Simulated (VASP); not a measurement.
Write the native input for VASP 6.6.1 that does the following.

- Task: single point
- Functional: PBE
- Dispersion: D3(BJ)
- Potentials or basis: VASP PAW PBE potentials, release 64 (C, O)
- Cutoff: 520 eV
- k mesh: 8 × 7 × 1
- Occupations: gaussian, width 0.05 eV
- Spin: no spin polarisation
- Dipole correction: yes
- Further INCAR settings: ALGO = Normal; EDIFF = 1e-06; NBANDS = 37

The structure of C11O lies in POSCAR:

```
C11O
1.0
    3.6473242347      0.0000000000      0.0000000000
   -1.6658829406      3.9310150970      0.0000000000
    0.0000000000      0.0000000000     23.5809581735
C O
11 1
Direct
    0.5001799340      0.3333933113      0.1696283913
    0.4998200660      0.6666066887      0.1696283913
    0.5001799340      0.8333933113      0.2218942371
    0.4998200660      0.1666066887      0.2218942371
    0.5000212339      0.3353169667      0.2741412245
    0.4999787661      0.6646830333      0.2741412245
    0.5001286265      0.8366480408      0.3266192407
    0.4998713735      0.1633519592      0.3266192407
    0.4997623712      0.3544335279      0.3744953071
    0.5002376288      0.6455664721      0.3744953071
    0.9997623712      1.1044335279      0.5759290218
    0.9997623712      1.1044335279      0.5271608593
```

One way to write it, as run:

INCAR

```
SYSTEM = C11O
PREC = Accurate ; ENCUT = 520
EDIFF = 1E-6 ; ISMEAR = 0
SIGMA = 0.05 ; LREAL = .False.
LASPH = .True. ; NELM = 60
ALGO = Normal ; ISIF = 2
LWAVE = .False. ; LCHARG = .False.
LDIPOL = .True. ; IDIPOL = 3
DIPOL = 0.5 0.5 0.320 ; GGA = PE
IVDW = 12 ; NBANDS = 37
```

KPOINTS

```
regular mesh
0
Gamma
  8 7 1
  0 0 0
```

Potentials or basis: VASP PAW PBE potentials, release 64 (C, O).

The run is started by

```sh
$ cat potpaw_PBE.64/C/POTCAR potpaw_PBE.64/O/POTCAR > POTCAR
$ mpirun -np 1 vasp_std > vasp.out
```

It gave:

- Largest force: 6.777 eV/Å
- Band gap on the k mesh: zero (band 25 reaches -2.29 eV, above the bottom of band 26 at -3.02 eV)
- Dispersion energy per atom: -0.105 eV

It took 9.5 min on 1 thread of Intel Xeon 6975P-C, on a shared host, peak memory 0.56 GiB.
